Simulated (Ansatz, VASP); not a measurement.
Two plane-wave programs on Mg6O5

The input INCAR:

```
ALGO     = Normal         # electronic algorithm
EDIFF    = 1E-6           # SCF threshold, eV
ENCUT    = 520            # plane-wave cutoff, eV
GGA      = PS             # functional
ISIF     = 2              # what is computed and relaxed
ISMEAR   = 0              # smearing method
LASPH    = True           # aspherical terms in the spheres
LCHARG   = False          # write CHGCAR
LREAL    = False          # projectors in reciprocal space
LWAVE    = False          # write WAVECAR
NBANDS   = 32             # bands
NELM     = 60             # most SCF steps
PREC     = Accurate       # precision mode
SIGMA    = 0.05           # smearing width, eV
```

KPOINTS

```
k-points
0
Gamma
  4 4 4
```

POSCAR

```
Mg6O5
1.0
    5.5908553621      0.0000000000      0.0000000000
    0.0000000000      5.5908553621      0.0000000000
    0.0000000000      0.0000000000      5.5908553621
Mg O
6 5
Direct
    0.2500000000      0.0000000000      0.5000000000
    0.0000000000      0.5000000000      0.2500000000
    0.5000000000      0.7500000000      0.0000000000
    0.7500000000      0.0000000000      0.5000000000
    0.0000000000      0.5000000000      0.7500000000
    0.5000000000      0.2500000000      0.0000000000
    0.5000000000      0.0000000000      0.2500000000
    0.0000000000      0.7500000000      0.5000000000
    0.9375000000      0.3747955447      0.0000000000
    0.5000000000      0.0000000000      0.7500000000
    0.0000000000      0.2500000000      0.5000000000
```

Input for Ansatz:

```yaml
crystal:
  lattice:
    - [5.5908553621, 0.0, 0.0]
    - [0.0, 5.5908553621, 0.0]
    - [0.0, 0.0, 5.5908553621]
  atoms:
    - { symbol: Mg, position: [0.25, 0.0, 0.5] }
    - { symbol: Mg, position: [0.0, 0.5, 0.25] }
    - { symbol: Mg, position: [0.5, 0.75, 0.0] }
    - { symbol: Mg, position: [0.75, 0.0, 0.5] }
    - { symbol: Mg, position: [0.0, 0.5, 0.75] }
    - { symbol: Mg, position: [0.5, 0.25, 0.0] }
    - { symbol: O, position: [0.5, 0.0, 0.25] }
    - { symbol: O, position: [0.0, 0.75, 0.5] }
    - { symbol: O, position: [0.9375, 0.3747955447, 0.0] }
    - { symbol: O, position: [0.5, 0.0, 0.75] }
    - { symbol: O, position: [0.0, 0.25, 0.5] }
basis:
  ecutwfc: 420
kpoints:
  mp_grid: { grid: [4, 4, 4] }
hamiltonian:
  xc: pbesol
  pseudopotentials: { kind: paw, azcp: { folder: soft_1 } }
scf:
  occupations: { method: gaussian, width: 0.05 }
output:
  forces: true
  stress: true
  eigenvalues: true
```

Change from the starting cell: O vacancy; atom 9 moved 0.375 of the way to it and -0.700 Å across, host rigid.

Alike in both runs: task single point; functional PBEsol; k mesh 4 × 4 × 4; occupations gaussian, width 0.05 eV; no spin polarisation.

```csv
,VASP,Ansatz
version,VASP 6.6.1,Ansatz 0.2.0
potentials or method,"VASP PAW PBE potentials, release 64 (Mg, O), cutoff 520 eV","scalar-relativistic, plane waves, PAW"
valence electrons in the cell,42,90
```

```tsv
	VASP	Ansatz	Ansatz less VASP
gap on the k mesh at the Fermi level (eV)	0.55	0.54	-0.004
least direct gap on the mesh (eV)	1.00	1.01	+0.005
pressure (GPa)	8.2	7.9	-0.28
traceless stress, the component that is largest in VASP (GPa)	12.30	11.71	-0.596
rms of the force components (eV/Å)	2.404	2.283	-0.1206
```

VASP's potentials were made for PBE, not for PBEsol, and Ansatz warns of the same on its side. Atom by atom the forces differ by 0.122 eV/Å (rms over components). With one functional, cell and mesh, what is left measures potentials, basis and numerics. VASP's potentials hold 42 valence electrons a cell and Ansatz's 90, so a difference there can come from the potentials and not from the codes.
